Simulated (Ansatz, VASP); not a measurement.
**One calculation of CuO, two programs**

```
CELL_PARAMETERS angstrom
1.99097 -2.15355 0.00000
1.99097 2.15355 0.00000
0.00000 0.00000 5.15593
ATOMIC_POSITIONS crystal
Cu 0.50000 0.00000 0.00000
Cu 0.00000 0.50000 0.50000
O 0.50000 0.50000 0.25000
O 0.50000 0.50000 0.75000
```

Alike in both runs: task relaxation of cell and atoms; functional PBE; k mesh 7 × 7 × 4; occupations fermi-dirac, width 0.05 eV; no spin polarisation.

```csv
,VASP,Ansatz
version,VASP 6.6.1,Ansatz 0.2.0
potentials or method,"VASP PAW PBE potentials, release 64 (Cu, O), cutoff 600 eV","all-electron LAPW, scalar-relativistic"
```

Ansatz gave:

```
relaxed volume (Å³/atom)                                     : 11.19
relaxed cell length with the largest relative difference (Å) : 5.155
```

Problem. What did VASP give for the same quantities?

Solution. Relaxed volume (Å³/atom): 11.24; relaxed cell length with the largest relative difference (Å): 5.165.

Ansatz ran all-electron here, and VASP with PAW potentials.

Noted on Ansatz's run: the k mesh is thin for a metal, which can move the energy by tens of meV per atom.
